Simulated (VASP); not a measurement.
# Te (P6_3/mmc) in VASP: single point with PBE

Aim: the single point of Te with PBE.

Program: VASP 6.6.1. These are calculated values, not measurements. Logs are shortened: lines on timing, memory, paths and dates and some standing lists are left out, and cuts for length are marked.

## (1) The cell of the first run

The structure is hexagonal, space group P6_3/mmc (No. 194). The conventional cell has a = 4.058 Å, b = 4.058 Å, c = 4.413 Å, α = 90.00°, β = 90.00°, γ = 120.00°. Within 4.2 Å of Te (site symmetry -6m2) lie 12 Te at 3.22 to 4.06 Å.

This isn't the form of Te at room conditions, which is trigonal, of chains.

## (2) Single point, PBE, non-collinear spin, zero start, spin-orbit coupling

INCAR reads:

```
PREC     = Accurate       # precision mode
ENCUT    = 520            # plane-wave cutoff, eV
EDIFF    = 1E-6           # SCF threshold, eV
ISMEAR   = -1             # smearing method
SIGMA    = 0.1            # smearing width, eV
LREAL    = F              # projectors in reciprocal space
LASPH    = T              # aspherical terms in the spheres
NELM     = 150            # most SCF steps
ALGO     = Normal         # electronic algorithm
ISIF     = 2              # what is computed and relaxed
LWAVE    = F              # write WAVECAR
LCHARG   = F              # write CHGCAR
LNONCOLLINEAR= T              # non-collinear magnetism
MAGMOM   = 0 0 0 0 0 0    # initial moments
LORBIT   = 11             # projections on sites
LSORBIT  = T              # spin-orbit coupling
GGA_COMPAT= F            
LORBMOM  = T            
GGA      = PE             # functional
NBANDS   = 24             # bands
```

KPOINTS reads:

```
Automatic mesh
0
Gamma
  9 9 7
```

POSCAR reads:

```
Te
1.0
    4.0579773944      0.0000000000      0.0000000000
   -2.0289886972      3.5143115116      0.0000000000
    0.0000000000      0.0000000000      4.4134404670
Te
2
Direct
    0.3333333333      0.6666666667      0.2500000000
    0.6666666667      0.3333333333      0.7500000000
```

Potentials or basis: VASP PAW PBE potentials, release 64 (Te).

The run is started by

```bash
> cat potpaw_PBE.64/Te/POTCAR > POTCAR
> mpirun -np 1 vasp_ncl > vasp.out
```

OUTCAR:

```text
PREC = Accurate
   ENCUT = 520
   EDIFF = 1E-6
   ISMEAR = -1
   LREAL = F
   LASPH = T
   NELM = 150
   ISIF = 2
   LNONCOLLINEAR = T
   LORBIT = 11
   LSORBIT = T
   GGA = PE

 ion  position               nearest neighbor table
   1  0.333  0.667  0.250-   2 3.22   2 3.22   2 3.22   2 3.22   2 3.22   2 3.22
   2  0.667  0.333  0.750-   1 3.22   1 3.22   1 3.22   1 3.22   1 3.22   1 3.22

  LATTYP: Found a hexagonal cell.
 ALAT       =     4.0579773944
 C/A-ratio  =     1.0875961195

  Lattice vectors:

 A1 = (   4.0579773944,   0.0000000000,   0.0000000000)
 A2 = (  -2.0289886972,   3.5143115116,   0.0000000000)
 A3 = (   0.0000000000,   0.0000000000,   4.4134404670)

Analysis of symmetry for initial positions (statically):
=====================================================================
 Subroutine PRICEL returns:
 Original cell was already a primitive cell.

 Routine SETGRP: Setting up the symmetry group for a
 hexagonal supercell.

 Subroutine GETGRP returns: Found 24 space group operations
 (whereof 12 operations were pure point group operations)
 out of a pool of 24 trial point group operations.

The static configuration has the point symmetry D_3d.
 The point group associated with its full space group is D_6h.

Analysis of symmetry for dynamics (positions and initial velocities):
=====================================================================
 Subroutine PRICEL returns:
 Original cell was already a primitive cell.

 Routine SETGRP: Setting up the symmetry group for a
 hexagonal supercell.

 Subroutine GETGRP returns: Found 24 space group operations
 (whereof 12 operations were pure point group operations)
 out of a pool of 24 trial point group operations.

The dynamic configuration has the point symmetry D_3d.
 The point group associated with its full space group is D_6h.

Analysis of structural, dynamic, and magnetic symmetry:
=====================================================================
 Subroutine PRICEL returns:
 Original cell was already a primitive cell.

 Routine SETGRP: Setting up the symmetry group for a
 hexagonal supercell.

 Subroutine GETGRP returns: Found 24 space group operations
 (whereof 12 operations were pure point group operations)
 out of a pool of 24 trial point group operations.

The overall configuration has the point symmetry D_3d.
 The point group associated with its full space group is D_6h.

 Subroutine INISYM returns: Found 24 space group operations
 (whereof 12 operations are pure point group operations),
 and found     1 'primitive' translations

----------------------------------------------------------------------------------------

                                     Primitive cell

  volume of cell :      62.9401

  direct lattice vectors                    reciprocal lattice vectors
     4.057977394  0.000000000  0.000000000     0.246428184  0.142275378  0.000000000
    -2.028988697  3.514311512  0.000000000     0.000000000  0.284550757  0.000000000
     0.000000000  0.000000000  4.413440467     0.000000000  0.000000000  0.226580602

  length of vectors
     4.057977394  4.057977394  4.413440467     0.284550757  0.284550757  0.226580602

  position of ions in fractional coordinates (direct lattice)
     0.333333333  0.666666667  0.250000000
     0.666666667  0.333333333  0.750000000

  ion indices of the primitive-cell ions
   primitive index   ion index
                 1           1
                 2           2

----------------------------------------------------------------------------------------

 KPOINTS: Automatic mesh

Automatic generation of k-mesh.
 Grid dimensions read from file:
 generate k-points for:    9    9    7

 Generating k-lattice:

  Cartesian coordinates                     Fractional coordinates (reciprocal lattice)
     0.027380909  0.015808375  0.000000000     0.111111111  0.000000000  0.000000000
     0.000000000  0.031616751  0.000000000     0.000000000  0.111111111  0.000000000
     0.000000000  0.000000000  0.032368657     0.000000000  0.000000000  0.142857143

  Length of vectors
[... 95 lines left out ...]

 number of electron      11.9999997 magnetization      -0.0000000      0.0000000      0.0000000

 number of electron      11.9999997 magnetization      -0.0000000     -0.0000000     -0.0000000

 Free energy of the ion-electron system (eV)
  ---------------------------------------------------
  ext. energy  EPLUGINS =         0.00000000
  ---------------------------------------------------
  free energy    TOTEN  =        -6.20014879 eV

  energy without entropy =       -6.15781756  energy(sigma->0) =       -6.17898318

 E-fermi :   6.7202     XC(G=0):  -9.5081

 val. band max:        6.7156286886   @ k =   0.0000   0.0000   0.2857
 cond. band min:       6.7986553682   @ k =   0.3333   0.3333   0.1429
 fundamental gap:      0.0830266796
 Fermi energy:         6.7201544404

 k-point     1 :       0.0000    0.0000    0.0000
  band No.  band energies     occupation
      1      -6.8658      1.00000
      2      -6.8658      1.00000
      3      -1.8976      1.00000
      4      -1.8976      1.00000
      5       2.2149      1.00000
      6       2.2149      1.00000
[... 637 lines left out ...]
     23      14.0284      0.00000
     24      14.0284      0.00000

 [... further k-points ...]
[... 5 lines left out ...]
  --------------------------------------------------------------------------------------
  -------------------------------------------------------------------------------------
  Total        0.0986994      0.0986994      0.1208986      0.0000000      0.0000000      0.0000000
  in kB        2.5124528      2.5124528      3.0775468      0.0000000      0.0000000      0.0000000
  external PRESSURE =       2.7008175 kB  Pullay stress =       0.0000000 kB

 VOLUME and BASIS-vectors are now :
 -----------------------------------------------------------------------------
  energy-cutoff  :      520.00
  volume of cell :       62.94
      direct lattice vectors                 reciprocal lattice vectors
     4.057977394  0.000000000  0.000000000     0.246428184  0.142275378  0.000000000
    -2.028988697  3.514311512  0.000000000     0.000000000  0.284550757  0.000000000
     0.000000000  0.000000000  4.413440467     0.000000000  0.000000000  0.226580602

 POSITION                                       TOTAL-FORCE (eV/Angst)
 -----------------------------------------------------------------------------------
     -0.00000      2.34287      1.10336         0.000000      0.000000      0.000000
      2.02899      1.17144      3.31008        -0.000000     -0.000000      0.000000
 -----------------------------------------------------------------------------------
    total drift:                               -0.000000      0.000000     -0.000000

  FREE ENERGIE OF THE ION-ELECTRON SYSTEM (eV)
  ---------------------------------------------------
  free  energy   TOTEN  =        -6.2001487899 eV

  energy  without entropy=       -6.1578175611  energy(sigma->0) =       -6.17898318

 orbital moment (x)

 # of ion     p       d       tot
 ----------------------------------------
  1         0.000  -0.000  -0.000
  2         0.000   0.000   0.000
 ----------------------------------------
            0.000  -0.000  -0.000

 orbital moment (y)

 # of ion     p       d       tot
 ----------------------------------------
  1        -0.000   0.000  -0.000
  2        -0.000   0.000  -0.000
 ----------------------------------------
           -0.000   0.000  -0.000

 orbital moment (z)

 # of ion     p       d       tot
 ----------------------------------------
  1         0.000  -0.000  -0.000
  2         0.000  -0.000  -0.000
 ----------------------------------------
            0.000  -0.000  -0.000

 Spin-Orbit-Coupling matrix elements

 Ion:    1  E_soc:     -0.2505121
 l=   1
     0.0000000    -0.0403964    -0.0440880
    -0.0403964     0.0000000    -0.0403964
    -0.0440880    -0.0403964     0.0000000
 l=   2
     0.0000000    -0.0000250     0.0000000    -0.0000250    -0.0000477
    -0.0000250     0.0000000    -0.0000902    -0.0000474    -0.0000250
     0.0000000    -0.0000902     0.0000000    -0.0000902     0.0000000
    -0.0000250    -0.0000474    -0.0000902     0.0000000    -0.0000250
    -0.0000477    -0.0000250     0.0000000    -0.0000250     0.0000000
 l=   3
     0.0000000     0.0000000     0.0000000     0.0000000     0.0000000     0.0000000     0.0000000
     0.0000000     0.0000000     0.0000000     0.0000000     0.0000000     0.0000000     0.0000000
     0.0000000     0.0000000     0.0000000     0.0000000     0.0000000     0.0000000     0.0000000
     0.0000000     0.0000000     0.0000000     0.0000000     0.0000000     0.0000000     0.0000000
     0.0000000     0.0000000     0.0000000     0.0000000     0.0000000     0.0000000     0.0000000
     0.0000000     0.0000000     0.0000000     0.0000000     0.0000000     0.0000000     0.0000000
     0.0000000     0.0000000     0.0000000     0.0000000     0.0000000     0.0000000     0.0000000

 Ion:    2  E_soc:     -0.2505121
 l=   1
     0.0000000    -0.0403964    -0.0440880
    -0.0403964     0.0000000    -0.0403964
    -0.0440880    -0.0403964     0.0000000
 l=   2
     0.0000000    -0.0000250     0.0000000    -0.0000250    -0.0000477
    -0.0000250     0.0000000    -0.0000902    -0.0000474    -0.0000250
     0.0000000    -0.0000902     0.0000000    -0.0000902     0.0000000
    -0.0000250    -0.0000474    -0.0000902     0.0000000    -0.0000250
    -0.0000477    -0.0000250     0.0000000    -0.0000250     0.0000000
 l=   3
     0.0000000     0.0000000     0.0000000     0.0000000     0.0000000     0.0000000     0.0000000
     0.0000000     0.0000000     0.0000000     0.0000000     0.0000000     0.0000000     0.0000000
     0.0000000     0.0000000     0.0000000     0.0000000     0.0000000     0.0000000     0.0000000
     0.0000000     0.0000000     0.0000000     0.0000000     0.0000000     0.0000000     0.0000000
     0.0000000     0.0000000     0.0000000     0.0000000     0.0000000     0.0000000     0.0000000
     0.0000000     0.0000000     0.0000000     0.0000000     0.0000000     0.0000000     0.0000000
     0.0000000     0.0000000     0.0000000     0.0000000     0.0000000     0.0000000     0.0000000

 total charge

# of ion       s       p       d       tot
------------------------------------------
    1        1.440   1.770   0.041   3.251
    2        1.440   1.770   0.041   3.251
--------------------------------------------------
tot          2.879   3.540   0.083   6.502

 magnetization (x)

# of ion       s       p       d       tot
------------------------------------------
    1        0.000   0.000  -0.000   0.000
    2        0.000   0.000   0.000   0.000
--------------------------------------------------
tot          0.000   0.000  -0.000   0.000

 magnetization (y)

# of ion       s       p       d       tot
------------------------------------------
    1        0.000   0.000   0.000   0.000
    2        0.000   0.000   0.000   0.000
--------------------------------------------------
tot          0.000   0.000   0.000   0.000

 magnetization (z)

# of ion       s       p       d       tot
------------------------------------------
    1        0.000   0.000   0.000   0.000
    2        0.000   0.000   0.000   0.000
--------------------------------------------------
tot          0.000   0.000   0.000   0.000
```

Wall time 73 s (1 thread of Intel Xeon Platinum 8559C (Emerald Rapids), shared host); peak memory 0.34 GiB.

Results:

```yaml
Free_energy: -6.2001 eV
Pressure: 0.3 GPa
Net_moment: 0.00 μB per cell
Valence_electrons_inside_the_program's_atomic_spheres: Te 3.25
```

Moments on the atoms (μB; x, y, z):
```
Te  0.00 0.00 0.00
Te  0.00 0.00 0.00
```
